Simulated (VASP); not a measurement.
# Pt (Im-3m) in VASP: notebook

The runs below take Pt through single point, with PBEsol.

Everything below comes from runs of VASP 6.6.1. Logs are shortened: lines on timing, memory, paths and dates and some standing lists are left out, and cuts for length are marked.

### Step 1. The cell of the first run

It takes space group Im-3m (No. 229, cubic). Conventional cell: a = 3.140 Å, b = 3.140 Å, c = 3.140 Å, α = 90.00°, β = 90.00°, γ = 90.00°. Within 3.6 Å of Pt (site symmetry m-3m) lie 14 Pt at 2.72 to 3.14 Å.

### Step 2. Single point, PBEsol

INCAR reads:

```
SYSTEM = Pt
ALGO = Normal
EDIFF = 1E-6
ENCUT = 520
GGA = PS
ISIF = 2
ISMEAR = -1
LASPH = .TRUE.
LCHARG = .TRUE.
LELF = .TRUE.
LREAL = .FALSE.
LVHAR = .TRUE.
LWAVE = .FALSE.
NBANDS = 11
NELM = 80
PREC = Accurate
SIGMA = 0.05
```

KPOINTS reads:

```
k-points
0
G
  10 10 10
  0 0 0
```

POSCAR reads:

```
Pt
1.0
   -1.5700109835      1.5700109835      1.5700109835
    1.5700109835     -1.5700109835      1.5700109835
    1.5700109835      1.5700109835     -1.5700109835
Pt
1
Direct
    0.0000000000      0.0000000000      0.0000000000
```

Potentials or basis: VASP PAW PBE potentials, release 64 (Pt).

Run with:

```sh
$ cat potpaw_PBE.64/Pt/POTCAR > POTCAR
$ mpirun -np 1 vasp_std > vasp.out
```

OUTCAR:

```text
SYSTEM = Pt
   EDIFF = 1E-6
   ENCUT = 520
   GGA = PS
   ISIF = 2
   ISMEAR = -1
   LASPH = .TRUE.
   LREAL = .FALSE.
   NELM = 80
   PREC = Accurate

 ion  position               nearest neighbor table
   1  0.000  0.000  0.000-

  LATTYP: Found a body centered cubic cell.
 ALAT       =     3.1400219670

  Lattice vectors:

 A1 = (  -1.5700109835,   1.5700109835,   1.5700109835)
 A2 = (   1.5700109835,  -1.5700109835,   1.5700109835)
 A3 = (   1.5700109835,   1.5700109835,  -1.5700109835)

Analysis of symmetry for initial positions (statically):
=====================================================================
 Subroutine PRICEL returns:
 Original cell was already a primitive cell.

 Routine SETGRP: Setting up the symmetry group for a
 body centered cubic supercell.

 Subroutine GETGRP returns: Found 48 space group operations
 (whereof 48 operations were pure point group operations)
 out of a pool of 48 trial point group operations.

The static configuration has the point symmetry O_h .

Analysis of symmetry for dynamics (positions and initial velocities):
=====================================================================
 Subroutine PRICEL returns:
 Original cell was already a primitive cell.

 Routine SETGRP: Setting up the symmetry group for a
 body centered cubic supercell.

 Subroutine GETGRP returns: Found 48 space group operations
 (whereof 48 operations were pure point group operations)
 out of a pool of 48 trial point group operations.

The dynamic configuration has the point symmetry O_h .

 Subroutine INISYM returns: Found 48 space group operations
 (whereof 48 operations are pure point group operations),
 and found     1 'primitive' translations

----------------------------------------------------------------------------------------

                                     Primitive cell

  volume of cell :      15.4799

  direct lattice vectors                    reciprocal lattice vectors
    -1.570010984  1.570010984  1.570010984     0.000000000  0.318469110  0.318469110
     1.570010984 -1.570010984  1.570010984     0.318469110  0.000000000  0.318469110
     1.570010984  1.570010984 -1.570010984     0.318469110  0.318469110  0.000000000

  length of vectors
     2.719338792  2.719338792  2.719338792     0.450383334  0.450383334  0.450383334

  position of ions in fractional coordinates (direct lattice)
     0.000000000  0.000000000  0.000000000

  ion indices of the primitive-cell ions
   primitive index   ion index
                 1           1

----------------------------------------------------------------------------------------

 KPOINTS: k-points

Automatic generation of k-mesh.
 Grid dimensions read from file:
 generate k-points for:   10   10   10

 Generating k-lattice:

  Cartesian coordinates                     Fractional coordinates (reciprocal lattice)
     0.000000000  0.031846911  0.031846911     0.100000000  0.000000000  0.000000000
     0.031846911  0.000000000  0.031846911     0.000000000  0.100000000  0.000000000
     0.031846911  0.031846911  0.000000000     0.000000000  0.000000000  0.100000000

  Length of vectors
     0.045038333  0.045038333  0.045038333

  Shift w.r.t. Gamma in fractional coordinates (k-lattice)
     0.000000000  0.000000000  0.000000000

 Subroutine IBZKPT returns following result:
 ===========================================

 Found     47 irreducible k-points:

 Following reciprocal coordinates:
            Coordinates               Weight
  0.000000  0.000000  0.000000      1.000000
  0.100000  0.000000  0.000000     12.000000
  0.200000  0.000000  0.000000     12.000000
  0.300000  0.000000  0.000000     12.000000
  0.400000  0.000000  0.000000     12.000000
  0.500000  0.000000  0.000000      6.000000
[... 16 lines left out ...]
  0.300000  0.300000  0.100000      8.000000
 -0.300000  0.300000  0.100000     24.000000
 [... further k-points ...]
   k-points           NKPTS =     47   k-points in BZ     NKDIM =     47   number of bands    NBANDS=     11
   number of dos      NEDOS =    301   number of ions     NIONS =      1
   total plane-waves  NPLWV =   8000
   dimension x,y,z NGX =    20 NGY =   20 NGZ =   20
   dimension x,y,z NGXF=    40 NGYF=   40 NGZF=   40
   ions per type =               1
   NGX,Y,Z   is equivalent  to a cutoff of  12.23, 12.23, 12.23 a.u.
   NGXF,Y,Z  is equivalent  to a cutoff of  24.45, 24.45, 24.45 a.u.
 SYSTEM =  Pt
   PREC   = accura    normal or accurate (medium, high low for compatibility)
   ISTART =      0    job   : 0-new  1-cont  2-samecut
   ICHARG =      2    charge: 1-file 2-atom 10-const
   ISPIN  =      1    spin polarized calculation?
   LNONCOLLINEAR =      F non collinear calculations
   LSORBIT =      F    spin-orbit coupling
   LASPH  =      T    aspherical Exc in radial PAW
   ENCUT  =  520.0 eV  38.22 Ry    6.18 a.u.   5.06  5.06  5.06*2*pi/ulx,y,z
   NELM   =     80;   NELMIN=  2; NELMDL= -5     # of ELM steps
   EDIFF  = 0.1E-05   stopping-criterion for ELM
   LREAL  =      F    real-space projection
   EDIFFG = 0.1E-04   stopping-criterion for IOM
   NSW    =      0    number of steps for IOM
   IBRION =     -1    ionic relax: 0-MD 1-quasi-New 2-CG
   NFREE  =      0    steps in history (QN), initial steepest desc. (CG)
   ISIF   =      2    stress and relaxation
   ISYM   =      2    0-nonsym 1-usesym 2-fastsym
   POTIM  = 0.5000    time-step for ionic-motion
   TEBEG  =    0.0;   TEEND  =   0.0 temperature during run
   PSTRESS=    0.0 pullay stress
   NELECT =      10.0000    total number of electrons
   NUPDOWN=      -1.0000    fix difference up-down
   EMIN   =  10.00;   EMAX   =-10.00  energy-range for DOS
   EFERMI =   0.00;   METHOD = LEGACY
   ISMEAR =    -1;   SIGMA  =   0.05  broadening in eV -4-tet -1-fermi 0-gaus
   EFERMI_NEDOS =   21; number of points for ismear=-14 and -15
   IALGO  =     38    algorithm
   IMIX   =      4    mixing-type and parameters
     AMIX     =   0.40;   BMIX     =  1.00
     AMIX_MAG =   1.60;   BMIX_MAG =  1.00
  volume/ion in A,a.u.               =      15.48       104.46
  Fermi-wavevector in a.u.,A,eV,Ry     =   1.415203  2.674346 27.249751  2.002800
  Thomas-Fermi vector in A             =   2.536666
   LORBIT       =      0    0 simple, 1 ext, 2 COOP (PROOUT), +10 PAW based schemes
   GGA     = PS    functional components
   LHFCALC =     F    Hartree Fock is set to
   AEXX    =    0.0000 exact exchange contribution
   IVDW    =     0    specifies the selected vdW correction
   LEPSILON=     F    determine dielectric tensor
   LRPA    =     F    only Hartree local field effects (RPA)
 non-spin polarized calculation
  energy-cutoff  :      520.00
  volume of cell :       15.48
 maximum number of plane-waves:       430
   NGX = 11   NGY = 11   NGZ = 11

 number of electron      10.0000000 magnetization

 number of electron       9.9999997 magnetization

 Free energy of the ion-electron system (eV)
  ---------------------------------------------------
  ext. energy  EPLUGINS =         0.00000000
  ---------------------------------------------------
  free energy    TOTEN  =        -6.85436659 eV

  energy without entropy =       -6.84764539  energy(sigma->0) =       -6.85100599

 E-fermi :  10.5233     XC(G=0): -13.4668

 val. band max:       10.4987338696   @ k =  -0.3000   0.3000   0.2000
 cond. band min:      10.5238468431   @ k =   0.5000   0.0000   0.0000
 fundamental gap:      0.0251129736
 Fermi energy:        10.5233160036

 k-point     1 :       0.0000    0.0000    0.0000
  band No.  band energies     occupation
      1       0.6089      2.00000
      2       6.7856      2.00000
      3       6.7856      2.00000
      4       6.7856      2.00000
      5       9.3800      2.00000
      6       9.3800      2.00000
      7      27.4661      0.00000
      8      27.4661      0.00000
      9      27.4661      0.00000
     10      37.7339      0.00000
     11      37.7339      0.00000

 k-point     2 :       0.1000    0.0000    0.0000
  band No.  band energies     occupation
      1       1.0190      2.00000
      2       6.6244      2.00000
      3       6.7803      2.00000
      4       7.1193      2.00000
      5       9.1843      2.00000
      6       9.3920      2.00000
      7      27.6240      0.00000
      8      27.7485      0.00000
      9      28.0754      0.00000
     10      34.4924      0.00000
     11      34.9588      0.00000

 k-point     3 :       0.2000    0.0000    0.0000
  band No.  band energies     occupation
      1       2.1135      2.00000
      2       6.2258      2.00000
      3       6.7436      2.00000
      4       8.0687      2.00000
      5       8.9326      2.00000
      6       9.4421      2.00000
      7      26.7452      0.00000
      8      27.2092      0.00000
      9      29.7684      0.00000
     10      32.9241      0.00000
     11      33.2143      0.00000

 k-point     4 :       0.3000    0.0000    0.0000
  band No.  band energies     occupation
      1       3.2650      2.00000
      2       5.7735      2.00000
      3       7.1488      2.00000
      4       9.0126      2.00000
      5       9.4513      2.00000
      6       9.5447      2.00000
      7      22.9906      0.00000
      8      25.5898      0.00000
      9      30.4585      0.00000
     10      32.1684      0.00000
     11      33.6847      0.00000
[... 239 lines left out ...]
 k-point    22 :      -0.2000    0.2000    0.1000
  band No.  band energies     occupation
      1       2.4969      2.00000
      2       6.5300      2.00000
      3       6.8167      2.00000
      4       7.9762      2.00000
      5       8.2596      2.00000
      6       9.7847      2.00000
      7      26.8513      0.00000
      8      27.4573      0.00000
      9      29.7977      0.00000
     10      30.9571      0.00000
     11      34.0781      0.00000

 k-point    23 :       0.3000    0.3000    0.1000
  band No.  band energies     occupation
      1       5.0185      2.00000
      2       6.3538      2.00000
      3       6.3538      2.00000
      4       9.6969      2.00000
      5       9.6969      2.00000
      6      15.5797      0.00000
      7      18.5214      0.00000
      8      18.5214      0.00000
      9      23.8988      0.00000
     10      34.9492      0.00000
     11      34.9492      0.00000

 k-point    24 :      -0.3000    0.3000    0.1000
  band No.  band energies     occupation
      1       3.6371      2.00000
      2       6.1071      2.00000
      3       6.8752      2.00000
      4       8.5021      2.00000
      5       9.3648      2.00000
      6       9.9599      1.99997
      7      23.0776      0.00000
      8      26.1369      0.00000
      9      29.1070      0.00000
     10      32.4791      0.00000
     11      33.6733      0.00000

 [... further k-points ...]
[... 5 lines left out ...]
  --------------------------------------------------------------------------------------
  -------------------------------------------------------------------------------------
  Total       -0.4961491     -0.4961491     -0.4961491     -0.0000000     -0.0000000      0.0000000
  in kB      -51.3516895    -51.3516895    -51.3516895     -0.0000000     -0.0000000      0.0000000
  external PRESSURE =     -51.3516895 kB  Pullay stress =       0.0000000 kB

 VOLUME and BASIS-vectors are now :
 -----------------------------------------------------------------------------
  energy-cutoff  :      520.00
  volume of cell :       15.48
      direct lattice vectors                 reciprocal lattice vectors
    -1.570010984  1.570010984  1.570010984     0.000000000  0.318469110  0.318469110
     1.570010984 -1.570010984  1.570010984     0.318469110  0.000000000  0.318469110
     1.570010984  1.570010984 -1.570010984     0.318469110  0.318469110  0.000000000

 POSITION                                       TOTAL-FORCE (eV/Angst)
 -----------------------------------------------------------------------------------
      0.00000      0.00000      0.00000         0.000000      0.000000     -0.000000
 -----------------------------------------------------------------------------------
    total drift:                                0.000000      0.000000      0.000000

  FREE ENERGIE OF THE ION-ELECTRON SYSTEM (eV)
  ---------------------------------------------------
  free  energy   TOTEN  =        -6.8543665921 eV

  energy  without entropy=       -6.8476453898  energy(sigma->0) =       -6.85100599
```

Run time: 14 s. Hardware: 1 thread of AMD EPYC 7R13, shared host; peak memory 0.1 GiB.

Results:

| Item | Value |
| --- | --- |
| Free energy | -6.8544 eV |
| Pressure | -5.1 GPa |
| Band gap on the k mesh | zero (band 5 reaches 11.43 eV, above the bottom of band 6 at 9.24 eV) |

Caveat: the PAW data sets were made with another functional, which shifts forces and pressure a little; spin-orbit coupling is left out, which moves the levels of the heavy elements.

### Step 3. Single point, PBEsol

This run uses another cell than the first one, of 15.90 Å³/atom, 1.027 times its volume.

INCAR reads:

```
PREC = Accurate ; ENCUT = 520
EDIFF = 1E-6 ; ISMEAR = -1
SIGMA = 0.05 ; LREAL = F
LASPH = T ; NELM = 60
ALGO = Normal ; ISIF = 2
LWAVE = F ; LCHARG = F
GGA = PS ; NBANDS = 11
```

KPOINTS reads:

```
Automatic mesh
0
Gamma
  10 10 10
```

POSCAR reads:

```
Pt
1.0
   -1.5842200000      1.5842200000      1.5842200000
    1.5842200000     -1.5842200000      1.5842200000
    1.5842200000      1.5842200000     -1.5842200000
Pt
1
Direct
    0.0000000000      0.0000000000      0.0000000000
```

Potentials or basis: VASP PAW PBE potentials, release 64 (Pt).

Run with:

```sh
$ cat potpaw_PBE.64/Pt/POTCAR > POTCAR
$ mpirun -np 1 vasp_std > vasp.out
```

OUTCAR:

```text
PREC = Accurate
   ENCUT = 520
   EDIFF = 1E-6
   ISMEAR = -1
   LREAL = F
   LASPH = T
   NELM = 60
   ISIF = 2
   GGA = PS

 ion  position               nearest neighbor table
   1  0.000  0.000  0.000-

  LATTYP: Found a body centered cubic cell.
 ALAT       =     3.1684400000

  Lattice vectors:

 A1 = (  -1.5842200000,   1.5842200000,   1.5842200000)
 A2 = (   1.5842200000,  -1.5842200000,   1.5842200000)
 A3 = (   1.5842200000,   1.5842200000,  -1.5842200000)

Analysis of symmetry for initial positions (statically):
=====================================================================
 Subroutine PRICEL returns:
 Original cell was already a primitive cell.

 Routine SETGRP: Setting up the symmetry group for a
 body centered cubic supercell.

 Subroutine GETGRP returns: Found 48 space group operations
 (whereof 48 operations were pure point group operations)
 out of a pool of 48 trial point group operations.

The static configuration has the point symmetry O_h .

Analysis of symmetry for dynamics (positions and initial velocities):
[... 166 lines left out ...]
      2       6.4518      2.00000
      3       6.4518      2.00000
      4       6.4518      2.00000
      5       8.9451      2.00000
      6       8.9451      2.00000
      7      26.9874      0.00000
      8      26.9874      0.00000
      9      26.9874      0.00000
     10      36.9167      0.00000
     11      36.9170      0.00000
[... 309 lines left out ...]
 k-point    24 :      -0.3000    0.3000    0.1000
  band No.  band energies     occupation
      1       3.3813      2.00000
      2       5.8046      2.00000
      3       6.5483      2.00000
      4       8.1062      2.00000
      5       8.9264      2.00000
      6       9.4942      1.99996
      7      22.3576      0.00000
      8      25.5353      0.00000
      9      28.2803      0.00000
     10      31.7517      0.00000
     11      32.9457      0.00000

 [... further k-points ...]

------------------------ aborting loop because EDIFF is reached ----------------------------------------

  FORCE on cell =-STRESS in cart. coord.  units (eV):
  Direction    XX          YY          ZZ          XY          YZ          ZX
  --------------------------------------------------------------------------------------
  -------------------------------------------------------------------------------------
  Total       -1.1224441     -1.1224441     -1.1224441      0.0000000      0.0000000     -0.0000000
  in kB     -113.0755797   -113.0755797   -113.0755797      0.0000000      0.0000000     -0.0000000
  external PRESSURE =    -113.0755797 kB  Pullay stress =       0.0000000 kB

 VOLUME and BASIS-vectors are now :
 -----------------------------------------------------------------------------
  energy-cutoff  :      520.00
  volume of cell :       15.90
      direct lattice vectors                 reciprocal lattice vectors
    -1.584220000  1.584220000  1.584220000     0.000000000  0.315612731  0.315612731
     1.584220000 -1.584220000  1.584220000     0.315612731  0.000000000  0.315612731
     1.584220000  1.584220000 -1.584220000     0.315612731  0.315612731  0.000000000

 POSITION                                       TOTAL-FORCE (eV/Angst)
 -----------------------------------------------------------------------------------
      0.00000      0.00000      0.00000        -0.000000      0.000000      0.000000
 -----------------------------------------------------------------------------------
    total drift:                               -0.000000     -0.000000      0.000000

  FREE ENERGIE OF THE ION-ELECTRON SYSTEM (eV)
  ---------------------------------------------------
  free  energy   TOTEN  =        -6.8327310214 eV

  energy  without entropy=       -6.8256411669  energy(sigma->0) =       -6.82918609
```

OSZICAR:

```text
N       E                     dE             d eps       ncg     rms          rms(c)
DAV:   1     0.358521207863E+02    0.35852E+02   -0.54177E+03  1090   0.845E+02
DAV:   2    -0.678473295613E+01   -0.42637E+02   -0.40828E+02  1177   0.171E+02
DAV:   3    -0.727556131735E+01   -0.49083E+00   -0.49029E+00  1207   0.176E+01
DAV:   4    -0.727740728831E+01   -0.18460E-02   -0.18459E-02  1196   0.125E+00
DAV:   5    -0.727742227056E+01   -0.14982E-04   -0.14982E-04  1218   0.105E-01    0.111E+01
DAV:   6    -0.687272115305E+01    0.40470E+00   -0.98583E-01  1115   0.762E+00    0.560E+00
DAV:   7    -0.683659435288E+01    0.36127E-01   -0.13023E-01  1187   0.270E+00    0.241E+00
DAV:   8    -0.683351144776E+01    0.30829E-02   -0.11282E-02  1115   0.936E-01    0.770E-01
DAV:   9    -0.683272629331E+01    0.78515E-03   -0.18333E-03  1145   0.357E-01    0.140E-02
DAV:  10    -0.683273029277E+01   -0.39995E-05   -0.10711E-05  1219   0.279E-02    0.568E-03
DAV:  11    -0.683273102139E+01   -0.72862E-06   -0.33468E-07   712   0.564E-03
   1 F= -.68327310E+01 E0= -.68291861E+01  d E =-.708985E-02
```

stdout:

```text
POSCAR found type information on POSCAR Pt
 POSCAR found :  1 types and       1 ions
 scaLAPACK will be used
 -----------------------------------------------------------------------------
|                                                                             |
|                                                                             |
|     You enforced a specific xc type in the INCAR file but a different       |
|     I HOPE YOU KNOW WHAT YOU ARE DOING!                                     |
|                                                                             |
 -----------------------------------------------------------------------------

 LDA part: xc-table for (Slater+PW92), standard interpolation
 POSCAR, INCAR and KPOINTS ok, starting setup
 FFT: planning ... GRIDC
 FFT: planning ... GRID_SOFT
 FFT: planning ... GRID
 WAVECAR not read
 entering main loop
```

Run time: 16 s. Hardware: 1 thread of AMD EPYC 7R13, shared host; peak memory 0.1 GiB.

What came out:

- Free energy: -6.8327 eV
- Pressure: -11.3 GPa
- Band gap on the k mesh: zero (band 5 reaches 10.89 eV, above the bottom of band 6 at 8.82 eV)

Levels at points of the mesh, in eV from the Fermi level:
| k point | band 2 | band 3 | band 4 | band 5 | band 6 | band 7 | band 8 | band 9 |
| --- | --- | --- | --- | --- | --- | --- | --- | --- |
| (0.00, 0.00, 0.00) | -3.59 | -3.59 | -3.59 | -1.09 | -1.09 | 16.95 | 16.95 | 16.95 |
| (0.50, 0.00, 0.00) | -5.00 | -1.28 | -0.77 | 0.09 | 0.91 | 6.07 | 13.10 | 15.61 |
| (0.50, 0.50, 0.50) | -6.14 | 0.39 | 0.39 | 0.39 | 7.46 | 7.46 | 7.46 | 12.49 |

Caveat: the PAW data sets were made with another functional, which shifts forces and pressure a little; spin-orbit coupling is left out, which moves the levels of the heavy elements.
